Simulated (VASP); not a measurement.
A run of VASP 6.6.1 is set up as follows.

Contents of INCAR:

```
SYSTEM = ReP2
  PREC = Accurate
  ENCUT = 520
  EDIFF = 1E-6
  ISMEAR = 0
  SIGMA = 0.1
  LREAL = .False.
  LASPH = .True.
  NELM = 100
  ALGO = Normal
  ISIF = 2
  LWAVE = .False.
  LCHARG = .False.
  GGA = PE
  NBANDS = 16
```

Contents of KPOINTS:

```
Automatic mesh
0
Gamma
  6 6 4
  0 0 0
```

File POSCAR:

```
ReP2
1.0
    3.5054732700      0.0000000000      0.0000000000
   -1.7527366300      3.0358289000      0.0000000000
    0.0000000000      0.0000000000      5.5107188900
Re P
1 2
Direct
    0.0000000000      0.0000000000      0.5000000000
    0.0000000000      0.0000000000      0.2078908200
    0.0000000000      0.0000000000      0.7921091800
```

Potentials or basis: VASP PAW PBE potentials, release 64 (Re, P).

Launch:

```bash
$ cat potpaw_PBE.64/Re/POTCAR potpaw_PBE.64/P/POTCAR > POTCAR
$ mpirun -np 1 vasp_std > vasp.out
```

(1) What does it give for the pressure?

(2) Predict the largest force.

(3) What does it give for the band gap on the k mesh?

Results:

(1) 113.0 GPa.

(2) 40.939 eV/Å.

(3) zero (an odd number of electrons rules out a gap without spin polarisation).

Caveat: atoms lie so close that the PAW spheres overlap strongly, which falsifies energies and pressures; the stress differs along the axes, from -9 to 356 GPa; spin-orbit coupling is left out, which moves the levels of the heavy elements; an odd number of electrons without spin polarisation forces a metal; a magnetic or distorted state may lie lower.
